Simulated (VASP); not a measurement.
Set up this calculation in VASP 6.6.1, as the native input.

- Task: single point
- Functional: PBE0
- Potentials or basis: VASP PAW PBE potentials, release 64 (Pb_d)
- Cutoff: 520 eV
- k mesh: 4 × 4 × 2
- Occupations: fermi-dirac, width 0.05 eV
- Spin: no spin polarisation
- Dipole correction: no
- Grid for exact exchange (PRECFOCK): Normal
- Further INCAR settings: ALGO = Normal; EDIFF = 1e-06; NBANDS = 21
- Share of exact exchange: 0.25

Crystal: Pb.

```
CELL_PARAMETERS angstrom
2.97658 -1.71459 0.00000
2.97658 1.71459 0.00000
-2.07228 0.00000 5.97080
ATOMIC_POSITIONS crystal
Pb 0.90851 0.90851 0.72629
Pb 0.09149 0.09149 0.27371
```

The input as run:

POSCAR

```
Pb
1.0
    2.9765770244     -1.7145891186      0.0000000000
    2.9765770244      1.7145891186      0.0000000000
   -2.0722778132      0.0000000000      5.9707976096
Pb
2
Direct
    0.9085084100      0.9085084100      0.7262922000
    0.0914915900      0.0914915900      0.2737078000
```

INCAR.step1

```
SYSTEM = Pb
ALGO = Normal ; EDIFF = 1E-5
ENCUT = 520 ; GGA = PE
ISIF = 2 ; ISMEAR = -1
LASPH = .TRUE. ; LCHARG = .FALSE.
LREAL = .FALSE. ; LWAVE = .TRUE.
NBANDS = 21 ; NELM = 100
PREC = Accurate ; SIGMA = 0.05
```

INCAR.step2

```
SYSTEM = Pb
AEXX = 0.25 ; ALGO = Normal
EDIFF = 1E-6 ; ENCUT = 520
GGA = PE ; ISIF = 2
ISMEAR = -1 ; ISTART = 1
LASPH = .TRUE. ; LCHARG = .FALSE.
LHFCALC = .TRUE. ; LREAL = .FALSE.
LWAVE = .FALSE. ; NBANDS = 21
NELM = 100 ; PREC = Accurate
PRECFOCK = Normal ; SIGMA = 0.05
```

KPOINTS

```
k-points
0
G
  4 4 2
  0 0 0
```

Potentials or basis: VASP PAW PBE potentials, release 64 (Pb_d).

Launch:

```sh
$ cat potpaw_PBE.64/Pb_d/POTCAR > POTCAR
$ cp INCAR.step1 INCAR
$ mpirun -np 1 vasp_std > vasp.out
$ cp INCAR.step2 INCAR
$ mpirun -np 1 vasp_std > vasp.out
```

Results of the run:

The pressure is 2.4 GPa, the largest force is 0.228 eV/Å and the band gap on the k mesh is zero (bands 14 and 15 overlap by 9.16 eV).

Caveat: the k points lie up to 0.54 Å⁻¹ apart, too coarse for converged energies and pressures of a metal; the PAW data sets were made with another functional, which shifts forces and pressure a little; spin-orbit coupling is left out, which moves the levels of the heavy elements.

It took 31 min on 1 thread of Intel Xeon 8259CL, on a shared host, peak memory 0.2 GiB.
